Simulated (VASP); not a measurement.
# TePb (F-43m) in VASP: notebook

Runs on TePb. Level: PBE. Tasks: single point.

Everything below comes from runs of VASP 6.6.1. Logs are shortened: lines on timing, memory, paths and dates and some standing lists are left out, and cuts for length are marked.

### Step 1. The cell of the first run

Symmetry: F-43m, No. 216, cubic system. The conventional cell has a = 7.181 Å, b = 7.181 Å, c = 7.181 Å, α = 90.00°, β = 90.00°, γ = 90.00°. Within 4.1 Å of Pb (site symmetry -43m) lie 4 Te at 3.11 Å. Within 4.1 Å of Te (site symmetry -43m) lie 4 Pb at 3.11 Å.

### Step 2. Single point, PBE (46.29 Å³/atom)

INCAR

```
SYSTEM = TePb
PREC = Accurate
ENCUT = 520
EDIFF = 1E-6
ISMEAR = 0
SIGMA = 0.01
LREAL = .FALSE.
LASPH = .TRUE.
NELM = 80
ALGO = Normal
ISIF = 2
LWAVE = .FALSE.
LCHARG = .TRUE.
GGA = PE
LELF = .TRUE.
LVHAR = .TRUE.
NBANDS = 17
```

KPOINTS

```
regular mesh
0
G
  6 6 6
  0 0 0
```

POSCAR

```
TePb
1.0
    0.0000000000      3.5905972282      3.5905972282
    3.5905972282      0.0000000000      3.5905972282
    3.5905972282      3.5905972282      0.0000000000
Pb Te
1 1
Direct
    0.0000000000      0.0000000000      0.0000000000
    0.2500000000      0.2500000000      0.2500000000
```

Potentials or basis: VASP PAW PBE potentials, release 64 (Pb_d, Te).

Launch:

```
$ cat potpaw_PBE.64/Pb_d/POTCAR potpaw_PBE.64/Te/POTCAR > POTCAR
$ mpirun -np 1 vasp_std > vasp.out
```

OUTCAR:

```text
SYSTEM = TePb
   PREC = Accurate
   ENCUT = 520
   EDIFF = 1E-6
   ISMEAR = 0
   LREAL = .FALSE.
   LASPH = .TRUE.
   NELM = 80
   ISIF = 2
   GGA = PE

 ion  position               nearest neighbor table
   1  0.000  0.000  0.000-   2 3.11   2 3.11   2 3.11   2 3.11
   2  0.250  0.250  0.250-   1 3.11   1 3.11   1 3.11   1 3.11

  LATTYP: Found a face centered cubic cell.
 ALAT       =     7.1811944564

  Lattice vectors:

 A1 = (   0.0000000000,   3.5905972282,   3.5905972282)
 A2 = (   3.5905972282,   0.0000000000,   3.5905972282)
 A3 = (   3.5905972282,   3.5905972282,   0.0000000000)

Analysis of symmetry for initial positions (statically):
=====================================================================
 Subroutine PRICEL returns:
 Original cell was already a primitive cell.

 Routine SETGRP: Setting up the symmetry group for a
 face centered cubic supercell.

 Subroutine GETGRP returns: Found 24 space group operations
 (whereof 24 operations were pure point group operations)
 out of a pool of 48 trial point group operations.

The static configuration has the point symmetry T_d .

Analysis of symmetry for dynamics (positions and initial velocities):
=====================================================================
 Subroutine PRICEL returns:
 Original cell was already a primitive cell.

 Routine SETGRP: Setting up the symmetry group for a
 face centered cubic supercell.

 Subroutine GETGRP returns: Found 24 space group operations
 (whereof 24 operations were pure point group operations)
 out of a pool of 48 trial point group operations.

The dynamic configuration has the point symmetry T_d .

 Subroutine INISYM returns: Found 24 space group operations
 (whereof 24 operations are pure point group operations),
 and found     1 'primitive' translations

----------------------------------------------------------------------------------------

                                     Primitive cell

  volume of cell :      92.5827

  direct lattice vectors                    reciprocal lattice vectors
     0.000000000  3.590597228  3.590597228    -0.139252600  0.139252600  0.139252600
     3.590597228  0.000000000  3.590597228     0.139252600 -0.139252600  0.139252600
     3.590597228  3.590597228  0.000000000     0.139252600  0.139252600 -0.139252600

  length of vectors
     5.077871297  5.077871297  5.077871297     0.241192578  0.241192578  0.241192578

[... 70 lines left out ...]
   NELM   =     80;   NELMIN=  2; NELMDL= -5     # of ELM steps
   EDIFF  = 0.1E-05   stopping-criterion for ELM
   LREAL  =      F    real-space projection
   EDIFFG = 0.1E-04   stopping-criterion for IOM
   NSW    =      0    number of steps for IOM
   IBRION =     -1    ionic relax: 0-MD 1-quasi-New 2-CG
   NFREE  =      0    steps in history (QN), initial steepest desc. (CG)
   ISIF   =      2    stress and relaxation
   ISYM   =      2    0-nonsym 1-usesym 2-fastsym
   POTIM  = 0.5000    time-step for ionic-motion
   TEBEG  =    0.0;   TEEND  =   0.0 temperature during run
   PSTRESS=    0.0 pullay stress
   NELECT =      20.0000    total number of electrons
   NUPDOWN=      -1.0000    fix difference up-down
   EMIN   =  10.00;   EMAX   =-10.00  energy-range for DOS
   EFERMI =   0.00;   METHOD = LEGACY
   ISMEAR =     0;   SIGMA  =   0.01  broadening in eV -4-tet -1-fermi 0-gaus
   EFERMI_NEDOS =   21; number of points for ismear=-14 and -15
   IALGO  =     38    algorithm
   IMIX   =      4    mixing-type and parameters
     AMIX     =   0.40;   BMIX     =  1.00
     AMIX_MAG =   1.60;   BMIX_MAG =  1.00
  volume/ion in A,a.u.               =      46.29       312.39
  Fermi-wavevector in a.u.,A,eV,Ry     =   0.982294  1.856266 13.128281  0.964901
  Thomas-Fermi vector in A             =   2.113366
   LORBIT       =      0    0 simple, 1 ext, 2 COOP (PROOUT), +10 PAW based schemes
   GGA     = PE    functional components
   LHFCALC =     F    Hartree Fock is set to
   AEXX    =    0.0000 exact exchange contribution
   IVDW    =     0    specifies the selected vdW correction
   LEPSILON=     F    determine dielectric tensor
   LRPA    =     F    only Hartree local field effects (RPA)
 non-spin polarized calculation
 Gauss-broadening in eV      SIGMA  =   0.01
  energy-cutoff  :      520.00
  volume of cell :       92.58
 maximum number of plane-waves:      2523
 NGX is ok and might be reduce to    40
   NGX = 19   NGY = 19   NGZ = 19

 number of electron      20.0000003 magnetization

 Free energy of the ion-electron system (eV)
  ---------------------------------------------------
  ext. energy  EPLUGINS =         0.00000000
  ---------------------------------------------------
  free energy    TOTEN  =        -7.11419827 eV

  energy without entropy =       -7.11419827  energy(sigma->0) =       -7.11419827

 E-fermi :   3.1391     XC(G=0):  -7.6179

 val. band max:        3.0280203931   @ k =  -0.3333   0.5000   0.1667
 cond. band min:       3.6865270330   @ k =   0.5000   0.5000   0.0000
 fundamental gap:      0.6585066398
 Fermi energy:         3.1390591105

 k-point     1 :       0.0000    0.0000    0.0000
  band No.  band energies     occupation
      1     -13.7949      2.00000
      2     -13.7949      2.00000
      3     -13.7949      2.00000
      4     -13.7657      2.00000
      5     -13.7657      2.00000
      6      -8.4534      2.00000
[... 297 lines left out ...]
      4     -13.7681      2.00000
      5     -13.7635      2.00000
      6      -7.2815      2.00000
[... 9 lines left out ...]
     16      11.4206      0.00000
     17      11.6619      0.00000

------------------------ aborting loop because EDIFF is reached ----------------------------------------

  FORCE on cell =-STRESS in cart. coord.  units (eV):
  Direction    XX          YY          ZZ          XY          YZ          ZX
  --------------------------------------------------------------------------------------
  -------------------------------------------------------------------------------------
  Total        1.0095567      1.0095567      1.0095567      0.0000000     -0.0000000     -0.0000000
  in kB       17.4707376     17.4707376     17.4707376      0.0000000     -0.0000000     -0.0000000
  external PRESSURE =      17.4707376 kB  Pullay stress =       0.0000000 kB

 VOLUME and BASIS-vectors are now :
 -----------------------------------------------------------------------------
  energy-cutoff  :      520.00
  volume of cell :       92.58
      direct lattice vectors                 reciprocal lattice vectors
     0.000000000  3.590597228  3.590597228    -0.139252600  0.139252600  0.139252600
     3.590597228  0.000000000  3.590597228     0.139252600 -0.139252600  0.139252600
     3.590597228  3.590597228  0.000000000     0.139252600  0.139252600 -0.139252600

 POSITION                                       TOTAL-FORCE (eV/Angst)
 -----------------------------------------------------------------------------------
      0.00000      0.00000      0.00000        -0.000000     -0.000000     -0.000000
      1.79530      1.79530      1.79530         0.000000      0.000000      0.000000
 -----------------------------------------------------------------------------------
    total drift:                                0.000000      0.000000      0.000000

  FREE ENERGIE OF THE ION-ELECTRON SYSTEM (eV)
  ---------------------------------------------------
  free  energy   TOTEN  =        -7.1141982727 eV

  energy  without entropy=       -7.1141982727  energy(sigma->0) =       -7.11419827
```

OSZICAR:

```text
N       E                     dE             d eps       ncg     rms          rms(c)
DAV:   1     0.154360680017E+03    0.15436E+03   -0.85816E+03   544   0.104E+03
DAV:   2     0.459312185230E+01   -0.14977E+03   -0.14573E+03   569   0.278E+02
DAV:   3    -0.695788459069E+01   -0.11551E+02   -0.11488E+02   733   0.866E+01
DAV:   4    -0.729615806172E+01   -0.33827E+00   -0.33816E+00   671   0.187E+01
DAV:   5    -0.730968426359E+01   -0.13526E-01   -0.13526E-01   763   0.308E+00    0.373E+00
DAV:   6    -0.711658793559E+01    0.19310E+00   -0.45091E-01   758   0.369E+00    0.232E+00
DAV:   7    -0.710989144364E+01    0.66965E-02   -0.12072E-01   596   0.137E+00    0.104E+00
DAV:   8    -0.711328680415E+01   -0.33954E-02   -0.13705E-02   608   0.989E-01    0.223E-01
DAV:   9    -0.711373954744E+01   -0.45274E-03   -0.27154E-03   653   0.401E-01    0.724E-02
DAV:  10    -0.711407770958E+01   -0.33816E-03   -0.65171E-04   599   0.144E-01    0.377E-02
DAV:  11    -0.711419794821E+01   -0.12024E-03   -0.23085E-04   591   0.744E-02    0.368E-02
DAV:  12    -0.711419827267E+01   -0.32446E-06   -0.62347E-06   722   0.171E-02
   1 F= -.71141983E+01 E0= -.71141983E+01  d E =-.890009E-57
```

stdout:

```text
POSCAR found type information on POSCAR PbTe
 POSCAR found :  2 types and       2 ions
 scaLAPACK will be used
 LDA part: xc-table for (Slater+PW92), standard interpolation
 POSCAR, INCAR and KPOINTS ok, starting setup
 FFT: planning ... GRIDC
 FFT: planning ... GRID_SOFT
 FFT: planning ... GRID
 WAVECAR not read
 entering main loop
```

Wall time 24 s (1 thread of Intel Xeon Platinum 8488C (Sapphire Rapids), shared host); peak memory 0.24 GiB.

What came out:

- Free energy: -7.1142 eV
- Pressure: 1.7 GPa
- Band gap on the k mesh: 0.66 eV (least direct gap 1.15 eV)

Caveat: spin-orbit coupling is left out, which moves the levels of the heavy elements.

### Step 3. Single point, PBE

This run uses another cell than the first one, of 48.29 Å³/atom.

INCAR

```
SYSTEM = TePb
PREC = Accurate
ENCUT = 520
EDIFF = 1E-6
ISMEAR = 0
SIGMA = 0.01
LREAL = .FALSE.
LASPH = .TRUE.
NELM = 100
ALGO = Normal
ISIF = 2
LWAVE = .FALSE.
LCHARG = .FALSE.
GGA = PE
NBANDS = 17
```

KPOINTS is that of step 2.

POSCAR

```
TePb
1.0
    0.0000000000      3.6414940527      3.6414940527
    3.6414940527      0.0000000000      3.6414940527
    3.6414940527      3.6414940527      0.0000000000
Pb Te
1 1
Direct
    0.0000000000      0.0000000000      0.0000000000
    0.2500000000      0.2500000000      0.2500000000
```

Potentials or basis: VASP PAW PBE potentials, release 64 (Pb_d, Te).

Launch:

```
$ cat potpaw_PBE.64/Pb_d/POTCAR potpaw_PBE.64/Te/POTCAR > POTCAR
$ mpirun -np 1 vasp_std > vasp.out
```

It took 26 s on 1 thread of Intel Xeon Platinum 8488C (Sapphire Rapids), shared host; peak memory 0.24 GiB.

The run converged. Its results:

| Item | Value |
| --- | --- |
| Free energy | -7.1428 eV |
| Pressure | 0.5 GPa |
| Band gap on the k mesh | 0.74 eV (least direct gap 1.19 eV) |

Levels at points of the mesh, in eV from the valence-band top:
| k point | band 7 | band 8 | band 9 | band 10 | band 11 | band 12 | band 13 | band 14 |
| --- | --- | --- | --- | --- | --- | --- | --- | --- |
| (0.00, 0.00, 0.00) | -6.08 | -1.30 | -1.30 | -1.30 | 1.67 | 1.67 | 1.67 | 4.26 |
| (0.50, 0.00, 0.00) | -7.70 | -1.86 | -1.86 | -1.78 | 2.49 | 2.49 | 3.87 | 5.95 |
| (0.50, 0.50, 0.00) | -8.21 | -2.53 | -2.53 | -0.45 | 0.74 | 4.54 | 4.54 | 5.81 |

Caveat: spin-orbit coupling is left out, which moves the levels of the heavy elements. A k mesh can miss the band edges.

### Step 4. Single point, PBE (47.77 Å³/atom)

This run uses another cell than the first one, of 47.77 Å³/atom.

INCAR

```
PREC = Accurate ; ENCUT = 520
EDIFF = 1E-7 ; ISMEAR = 0
SIGMA = 0.01 ; LREAL = False
LASPH = True ; NELM = 60
ALGO = Normal ; ISIF = 2
LWAVE = False ; LCHARG = False
GGA = PE ; NBANDS = 17
```

KPOINTS

```
regular mesh
0
Gamma
  6 6 6
```

POSCAR

```
TePb
1.0
    0.0000000000      3.6283957662      3.6283957662
    3.6283957662      0.0000000000      3.6283957662
    3.6283957662      3.6283957662      0.0000000000
Pb Te
1 1
Direct
    0.0000000000      0.0000000000      0.0000000000
    0.2500000000      0.2500000000      0.2500000000
```

Launch:

```
$ cat potpaw_PBE.64/Pb_d/POTCAR potpaw_PBE.64/Te/POTCAR > POTCAR
$ mpirun -np 1 vasp_std > vasp.out
```

Wall time 35 s (1 thread of Intel Xeon Platinum 8488C (Sapphire Rapids), shared host); peak memory 0.24 GiB.

Results (log left out):

```
Free energy            : -7.1383 eV
Pressure               : 0.8 GPa
Band gap on the k mesh : 0.72 eV (least direct gap 1.18 eV)
```

Levels at points of the mesh, in eV from the valence-band top:
```
           k point  band 8  band 9  band 10  band 11  band 12  band 13
(0.00, 0.00, 0.00)   -1.33   -1.33    -1.33     1.66     1.66     1.66
(0.50, 0.00, 0.00)   -1.89   -1.89    -1.81     2.48     2.48     3.91
(0.50, 0.50, 0.00)   -2.58   -2.58    -0.46     0.72     4.58     4.58
```

Caveat: spin-orbit coupling is left out, which moves the levels of the heavy elements. A k mesh can miss the band edges.

### Step 5. Overview

| cell | gap on the mesh (eV) | pressure (GPa) |
| --- | --- | --- |
| a = 5.078 Å, angles 60.0°, 2 atoms | 0.66 | 1.7 |
| a = 5.150 Å, angles 60.0°, 2 atoms | 0.74 | 0.5 |
| a = 5.131 Å, angles 60.0°, 2 atoms | 0.72 | 0.8 |

Alike in all rows: task single point; level PBE; potentials or basis VASP PAW PBE potentials, release 64 (Pb_d, Te); no spin polarisation; k mesh 6 × 6 × 6; cutoff (eV) 520; smearing gaussian 0.01 eV.

Caveats: spin-orbit coupling is left out, which moves the levels of the heavy elements.

Absolute energies hang on the potentials; compare differences alone.
